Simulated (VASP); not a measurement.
# ZnMo3 (Pm-3m) in VASP: a series of runs

ZnMo3 is run at these levels: PBE; tasks: single point.

All numbers are computed with VASP 6.6.1; they aren't measurements. Logs are shortened: lines on timing, memory, paths and dates and some standing lists are left out, and cuts for length are marked.

## 1. The cell of the first run

The structure is cubic, space group Pm-3m (No. 221). Conventional cell: a = 3.876 Å, b = 3.876 Å, c = 3.876 Å, α = 90.00°, β = 90.00°, γ = 90.00°. Within 3.6 Å of Zn (site symmetry m-3m) lie 12 Mo at 2.74 Å. Within 3.6 Å of Mo (site symmetry 4/mmm) lie 4 Zn at 2.74 Å and 8 Mo at 2.74 Å.

## 2. Single point, PBE

Input file INCAR:

```
SYSTEM = ZnMo3
PREC = Accurate
ENCUT = 520
EDIFF = 1E-6
ISMEAR = 1
SIGMA = 0.1
LREAL = .FALSE.
LASPH = .TRUE.
NELM = 100
ALGO = Normal
ISIF = 2
LWAVE = .FALSE.
LCHARG = .FALSE.
GGA = PE
NBANDS = 35
```

Input file KPOINTS:

```
regular mesh
0
G
  6 6 6
  0 0 0
```

Input file POSCAR:

```
ZnMo3
1.0
    3.8763079677      0.0000000000      0.0000000000
    0.0000000000      3.8763079677      0.0000000000
    0.0000000000      0.0000000000      3.8763079677
Zn Mo
1 3
Direct
    0.0000000000      0.0000000000      0.0000000000
    0.0000000000      0.5000000000      0.5000000000
    0.5000000000      0.0000000000      0.5000000000
    0.5000000000      0.5000000000      0.0000000000
```

Potentials or basis: VASP PAW PBE potentials, release 64 (Zn, Mo_sv).

The run is started by

```bash
$ cat potpaw_PBE.64/Zn/POTCAR potpaw_PBE.64/Mo_sv/POTCAR > POTCAR
$ mpirun -np 1 vasp_std > vasp.out
```

OUTCAR:

```text
SYSTEM = ZnMo3
   PREC = Accurate
   ENCUT = 520
   EDIFF = 1E-6
   ISMEAR = 1
   LREAL = .FALSE.
   LASPH = .TRUE.
   NELM = 100
   ISIF = 2
   GGA = PE

 ion  position               nearest neighbor table
   1  0.000  0.000  0.000-   2 2.74   3 2.74   4 2.74   2 2.74   3 2.74   2 2.74   4 2.74   2 2.74
                             3 2.74   4 2.74   3 2.74   4 2.74
   2  0.000  0.500  0.500-   1 2.74   3 2.74   4 2.74   1 2.74   4 2.74   1 2.74   3 2.74   1 2.74
                             3 2.74   4 2.74   4 2.74   3 2.74
   3  0.500  0.000  0.500-   1 2.74   2 2.74   4 2.74   1 2.74   4 2.74   2 2.74   4 2.74   4 2.74
                             1 2.74   2 2.74   1 2.74   2 2.74
   4  0.500  0.500  0.000-   1 2.74   2 2.74   3 2.74   2 2.74   3 2.74   1 2.74   3 2.74   3 2.74
                             1 2.74   2 2.74   2 2.74   1 2.74

  LATTYP: Found a simple cubic cell.
 ALAT       =     3.8763079677

  Lattice vectors:

 A1 = (   3.8763079677,   0.0000000000,   0.0000000000)
 A2 = (   0.0000000000,   3.8763079677,   0.0000000000)
 A3 = (   0.0000000000,   0.0000000000,   3.8763079677)

Analysis of symmetry for initial positions (statically):
=====================================================================
 Subroutine PRICEL returns:
 Original cell was already a primitive cell.

 Routine SETGRP: Setting up the symmetry group for a
 simple cubic supercell.

 Subroutine GETGRP returns: Found 48 space group operations
 (whereof 48 operations were pure point group operations)
 out of a pool of 48 trial point group operations.

The static configuration has the point symmetry O_h .

Analysis of symmetry for dynamics (positions and initial velocities):
=====================================================================
 Subroutine PRICEL returns:
 Original cell was already a primitive cell.

 Routine SETGRP: Setting up the symmetry group for a
 simple cubic supercell.

 Subroutine GETGRP returns: Found 48 space group operations
 (whereof 48 operations were pure point group operations)
 out of a pool of 48 trial point group operations.

The dynamic configuration has the point symmetry O_h .

 Subroutine INISYM returns: Found 48 space group operations
 (whereof 48 operations are pure point group operations),
 and found     1 'primitive' translations

----------------------------------------------------------------------------------------

                                     Primitive cell

  volume of cell :      58.2445

  direct lattice vectors                    reciprocal lattice vectors
     3.876307968  0.000000000  0.000000000     0.257977438  0.000000000  0.000000000
     0.000000000  3.876307968  0.000000000     0.000000000  0.257977438  0.000000000
     0.000000000  0.000000000  3.876307968     0.000000000  0.000000000  0.257977438

  length of vectors
     3.876307968  3.876307968  3.876307968     0.257977438  0.257977438  0.257977438

  position of ions in fractional coordinates (direct lattice)
     0.000000000  0.000000000  0.000000000
     0.000000000  0.500000000  0.500000000
     0.500000000  0.000000000  0.500000000
     0.500000000  0.500000000  0.000000000

  ion indices of the primitive-cell ions
   primitive index   ion index
                 1           1
                 2           2
                 3           3
                 4           4

----------------------------------------------------------------------------------------

 KPOINTS: regular mesh

Automatic generation of k-mesh.
 Grid dimensions read from file:
 generate k-points for:    6    6    6

 Generating k-lattice:

  Cartesian coordinates                     Fractional coordinates (reciprocal lattice)
     0.042996240  0.000000000  0.000000000     0.166666667  0.000000000  0.000000000
     0.000000000  0.042996240  0.000000000     0.000000000  0.166666667  0.000000000
     0.000000000  0.000000000  0.042996240     0.000000000  0.000000000  0.166666667

  Length of vectors
     0.042996240  0.042996240  0.042996240

  Shift w.r.t. Gamma in fractional coordinates (k-lattice)
     0.000000000  0.000000000  0.000000000

 Subroutine IBZKPT returns following result:
 ===========================================

 Found     20 irreducible k-points:

 Following reciprocal coordinates:
            Coordinates               Weight
  0.000000  0.000000  0.000000      1.000000
  0.166667  0.000000  0.000000      6.000000
  0.333333  0.000000  0.000000      6.000000
  0.500000  0.000000  0.000000      3.000000
  0.166667  0.166667  0.000000     12.000000
  0.333333  0.166667  0.000000     24.000000
[... 12 lines left out ...]
  0.500000  0.500000  0.333333      6.000000
  0.500000  0.500000  0.500000      1.000000
   k-points           NKPTS =     20   k-points in BZ     NKDIM =     20   number of bands    NBANDS=     35
   number of dos      NEDOS =    301   number of ions     NIONS =      4
   total plane-waves  NPLWV =  27000
   dimension x,y,z NGX =    30 NGY =   30 NGZ =   30
   dimension x,y,z NGXF=    60 NGYF=   60 NGZF=   60
   ions per type =               1   3
   NGX,Y,Z   is equivalent  to a cutoff of  12.87, 12.87, 12.87 a.u.
   NGXF,Y,Z  is equivalent  to a cutoff of  25.73, 25.73, 25.73 a.u.
 SYSTEM =  ZnMo3
   PREC   = accura    normal or accurate (medium, high low for compatibility)
   ISTART =      0    job   : 0-new  1-cont  2-samecut
   ICHARG =      2    charge: 1-file 2-atom 10-const
   ISPIN  =      1    spin polarized calculation?
   LNONCOLLINEAR =      F non collinear calculations
   LSORBIT =      F    spin-orbit coupling
   LASPH  =      T    aspherical Exc in radial PAW
   ENCUT  =  520.0 eV  38.22 Ry    6.18 a.u.   7.21  7.21  7.21*2*pi/ulx,y,z
   NELM   =    100;   NELMIN=  2; NELMDL= -5     # of ELM steps
   EDIFF  = 0.1E-05   stopping-criterion for ELM
   LREAL  =      F    real-space projection
   EDIFFG = 0.1E-04   stopping-criterion for IOM
   NSW    =      0    number of steps for IOM
   IBRION =     -1    ionic relax: 0-MD 1-quasi-New 2-CG
   NFREE  =      0    steps in history (QN), initial steepest desc. (CG)
   ISIF   =      2    stress and relaxation
   ISYM   =      2    0-nonsym 1-usesym 2-fastsym
   POTIM  = 0.5000    time-step for ionic-motion
   TEBEG  =    0.0;   TEEND  =   0.0 temperature during run
   PSTRESS=    0.0 pullay stress
   NELECT =      54.0000    total number of electrons
   NUPDOWN=      -1.0000    fix difference up-down
   EMIN   =  10.00;   EMAX   =-10.00  energy-range for DOS
   EFERMI =   0.00;   METHOD = LEGACY
   ISMEAR =     1;   SIGMA  =   0.10  broadening in eV -4-tet -1-fermi 0-gaus
   EFERMI_NEDOS =   21; number of points for ismear=-14 and -15
   IALGO  =     38    algorithm
   IMIX   =      4    mixing-type and parameters
     AMIX     =   0.40;   BMIX     =  1.00
     AMIX_MAG =   1.60;   BMIX_MAG =  1.00
  volume/ion in A,a.u.               =      14.56        98.26
  Fermi-wavevector in a.u.,A,eV,Ry     =   1.596324  3.016616 34.671066  2.548251
  Thomas-Fermi vector in A             =   2.694105
   LORBIT       =      0    0 simple, 1 ext, 2 COOP (PROOUT), +10 PAW based schemes
   GGA     = PE    functional components
   LHFCALC =     F    Hartree Fock is set to
   AEXX    =    0.0000 exact exchange contribution
   IVDW    =     0    specifies the selected vdW correction
   LEPSILON=     F    determine dielectric tensor
   LRPA    =     F    only Hartree local field effects (RPA)
 non-spin polarized calculation
 Methfessel and Paxton  Order N= 1 SIGMA  =   0.10
  energy-cutoff  :      520.00
  volume of cell :       58.24
 maximum number of plane-waves:      1596
 NGX is ok and might be reduce to    30
   NGX = 15   NGY = 15   NGZ = 15

 number of electron      53.9999950 magnetization

 Free energy of the ion-electron system (eV)
  ---------------------------------------------------
  ext. energy  EPLUGINS =         0.00000000
  ---------------------------------------------------
  free energy    TOTEN  =       -33.11987067 eV

  energy without entropy =      -33.11828795  energy(sigma->0) =      -33.11934310

 E-fermi :  10.9892     XC(G=0): -13.3245

 val. band max:       10.9731334301   @ k =   0.1667   0.1667   0.1667
 cond. band min:      11.0030377956   @ k =   0.3333   0.0000   0.0000
 fundamental gap:      0.0299043655
 Fermi energy:        10.9891757815

 k-point     1 :       0.0000    0.0000    0.0000
  band No.  band energies     occupation
      1     -50.0819      2.00000
      2     -49.7570      2.00000
      3     -49.7570      2.00000
      4     -24.6076      2.00000
      5     -24.6076      2.00000
      6     -24.6076      2.00000
[... 27 lines left out ...]
     34      15.8537      0.00000
     35      15.8537      0.00000

 k-point     2 :       0.1667    0.0000    0.0000
  band No.  band energies     occupation
      1     -50.0629      2.00000
      2     -49.7764      2.00000
      3     -49.7567      2.00000
      4     -24.5652      2.00000
      5     -24.5652      2.00000
      6     -24.5421      2.00000
[... 27 lines left out ...]
     34      15.8580      0.00000
     35      16.0124      0.00000

 k-point     3 :       0.3333    0.0000    0.0000
  band No.  band energies     occupation
      1     -50.0137      2.00000
      2     -49.8262      2.00000
      3     -49.7562      2.00000
      4     -24.4619      2.00000
      5     -24.4619      2.00000
      6     -24.3586      2.00000
[... 27 lines left out ...]
     34      15.8591      0.00000
     35      17.6603      0.00000
[... 571 lines left out ...]
 k-point    19 :       0.5000    0.5000    0.3333
  band No.  band energies     occupation
      1     -49.8634      2.00000
      2     -49.8633      2.00000
      3     -49.8633      2.00000
      4     -24.8910      2.00000
      5     -24.5397      2.00000
      6     -24.4698      2.00000
[... 27 lines left out ...]
     34      14.6490      0.00000
     35      15.4717      0.00000

 k-point    20 :       0.5000    0.5000    0.5000
  band No.  band energies     occupation
      1     -49.8629      2.00000
      2     -49.8629      2.00000
      3     -49.8629      2.00000
      4     -24.9759      2.00000
      5     -24.5378      2.00000
      6     -24.5378      2.00000
[... 27 lines left out ...]
     34      15.1671      0.00000
     35      15.1671      0.00000

------------------------ aborting loop because EDIFF is reached ----------------------------------------

  FORCE on cell =-STRESS in cart. coord.  units (eV):
  Direction    XX          YY          ZZ          XY          YZ          ZX
  --------------------------------------------------------------------------------------
  -------------------------------------------------------------------------------------
  Total        4.0209549      4.0209549      4.0209549     -0.0000000      0.0000000      0.0000000
  in kB      110.6075975    110.6075975    110.6075975     -0.0000000      0.0000000      0.0000000
  external PRESSURE =     110.6075975 kB  Pullay stress =       0.0000000 kB

 VOLUME and BASIS-vectors are now :
 -----------------------------------------------------------------------------
  energy-cutoff  :      520.00
  volume of cell :       58.24
      direct lattice vectors                 reciprocal lattice vectors
     3.876307968  0.000000000  0.000000000     0.257977438  0.000000000  0.000000000
     0.000000000  3.876307968  0.000000000     0.000000000  0.257977438  0.000000000
     0.000000000  0.000000000  3.876307968     0.000000000  0.000000000  0.257977438

 POSITION                                       TOTAL-FORCE (eV/Angst)
 -----------------------------------------------------------------------------------
      0.00000      0.00000      0.00000         0.000000      0.000000      0.000000
      0.00000      1.93815      1.93815         0.000000      0.000000      0.000000
      1.93815      0.00000      1.93815         0.000000      0.000000      0.000000
      1.93815      1.93815      0.00000         0.000000      0.000000      0.000000
 -----------------------------------------------------------------------------------
    total drift:                                0.000000      0.000000     -0.000000

  FREE ENERGIE OF THE ION-ELECTRON SYSTEM (eV)
  ---------------------------------------------------
  free  energy   TOTEN  =       -33.1198706697 eV

  energy  without entropy=      -33.1182879505  energy(sigma->0) =      -33.11934310
```

Run time: 70 s. Hardware: 1 thread of Intel Xeon 8259CL, shared host; peak memory 0.19 GiB.

What came out:

```yaml
Free_energy: -33.1199 eV
Pressure: 11.1 GPa
Band_gap_on_the_k_mesh: zero (bands 27 and 28 overlap by 1.50 eV)
```

Caveat: the cell stands under pressure.

## 3. Single point, PBE

This run uses another cell than the first one, of 15.02 Å³/atom.

Input file INCAR:

```
SYSTEM = ZnMo3
ALGO = Normal
EDIFF = 1E-6
ENCUT = 520
GGA = PE
ISIF = 2
ISMEAR = 1
LASPH = .TRUE.
LCHARG = .FALSE.
LREAL = .FALSE.
LWAVE = .FALSE.
NBANDS = 35
NELM = 100
PREC = Accurate
SIGMA = 0.1
```

Input file KPOINTS:

```
k-points
0
G
  6 6 6
  0 0 0
```

Input file POSCAR:

```
ZnMo3
1.0
    3.9166890818      0.0000000000      0.0000000000
    0.0000000000      3.9166890818      0.0000000000
    0.0000000000      0.0000000000      3.9166890818
Zn Mo
1 3
Direct
    0.0000000000      0.0000000000      0.0000000000
    0.0000000000      0.5000000000      0.5000000000
    0.5000000000      0.0000000000      0.5000000000
    0.5000000000      0.5000000000      0.0000000000
```

Potentials or basis: VASP PAW PBE potentials, release 64 (Zn, Mo_sv).

The run is started by

```bash
$ cat potpaw_PBE.64/Zn/POTCAR potpaw_PBE.64/Mo_sv/POTCAR > POTCAR
$ mpirun -np 1 vasp_std > vasp.out
```

Run time: 79 s. Hardware: 1 thread of Intel Xeon 8259CL, shared host; peak memory 0.19 GiB.

The run converged. Its results:

| Item | Value |
| --- | --- |
| Free energy | -33.2024 eV |
| Pressure | 3.4 GPa |
| Band gap on the k mesh | zero (bands 27 and 28 overlap by 1.48 eV) |

Levels at points of the mesh, in eV from the Fermi level:
```
           k point  band 24  band 25  band 26  band 27  band 28  band 29  band 30  band 31
(0.00, 0.00, 0.00)    -3.16     0.91     0.91     0.91     2.08     2.08     2.08     2.68
(0.50, 0.00, 0.00)    -1.46    -0.85    -0.85    -0.40     0.03     0.34     0.87     0.87
(0.50, 0.50, 0.00)    -2.24    -2.23    -0.72    -0.72     0.29     0.29     0.30     1.50
(0.50, 0.50, 0.50)    -1.30    -0.37    -0.37    -0.37     0.75     0.75     0.75     1.66
```

Caveat: the cell stands under pressure.

## 4. Single point, PBE

This run uses another cell than the first one, of 15.48 Å³/atom.

Input file INCAR:

```
SYSTEM = ZnMo3
  PREC = Accurate
  ENCUT = 520
  EDIFF = 1E-7
  ISMEAR = 1
  SIGMA = 0.1
  LREAL = .FALSE.
  LASPH = .TRUE.
  NELM = 80
  ALGO = Normal
  ISIF = 2
  LWAVE = .FALSE.
  LCHARG = .TRUE.
  GGA = PE
  LELF = .TRUE.
  LVHAR = .TRUE.
  NBANDS = 35
```

Input file KPOINTS:

```
regular mesh
0
G
  6 6 6
  0 0 0
```

Input file POSCAR:

```
ZnMo3
1.0
    3.9562542756      0.0000000000      0.0000000000
    0.0000000000      3.9562542756      0.0000000000
    0.0000000000      0.0000000000      3.9562542756
Zn Mo
1 3
Direct
    0.0000000000      0.0000000000      0.0000000000
    0.0000000000      0.5000000000      0.5000000000
    0.5000000000      0.0000000000      0.5000000000
    0.5000000000      0.5000000000      0.0000000000
```

The run is started by

```bash
$ cat potpaw_PBE.64/Zn/POTCAR potpaw_PBE.64/Mo_sv/POTCAR > POTCAR
$ mpirun -np 1 vasp_std > vasp.out
```

Wall time 79 s (1 thread of Intel Xeon 8259CL, shared host); peak memory 0.19 GiB.

The run converged. Its results:

```
Free energy            : -33.2039 eV
Pressure               : -3.1 GPa
Band gap on the k mesh : zero (bands 27 and 28 overlap by 1.46 eV)
```

Levels at points of the mesh, in eV from the Fermi level:
```tsv
k point	band 23	band 24	band 25	band 26	band 27	band 28	band 29	band 30	band 31	band 32
(0.00, 0.00, 0.00)	-3.06	-3.06	0.88	0.88	0.88	2.02	2.02	2.02	2.57	2.57
(0.50, 0.00, 0.00)	-2.74	-1.41	-0.83	-0.83	-0.39	0.04	0.33	0.84	0.84	1.17
(0.50, 0.50, 0.00)	-2.26	-2.20	-2.18	-0.70	-0.70	0.29	0.29	0.30	1.45	1.46
(0.50, 0.50, 0.50)	-1.24	-1.24	-0.37	-0.37	-0.37	0.72	0.72	0.72	1.54	1.64
```

Caveat: the cell stands under tension.

## 5. Overview

```tsv
cell	gap on the mesh (eV)	pressure (GPa)
a = 3.876 Å, 4 atoms	none	11.1
a = 3.917 Å, 4 atoms	none	3.4
a = 3.956 Å, 4 atoms	none	-3.1
```

Alike in all rows: task single point; level PBE; potentials or basis VASP PAW PBE potentials, release 64 (Zn, Mo_sv); no spin polarisation; k mesh 6 × 6 × 6; cutoff (eV) 520; smearing methfessel-paxton 0.1 eV.

Caveats: the cell stands under pressure (at least some runs); the cell stands under tension (at least some runs).

Total energies depend on the potentials used, so only differences within one code and one set of settings carry meaning.
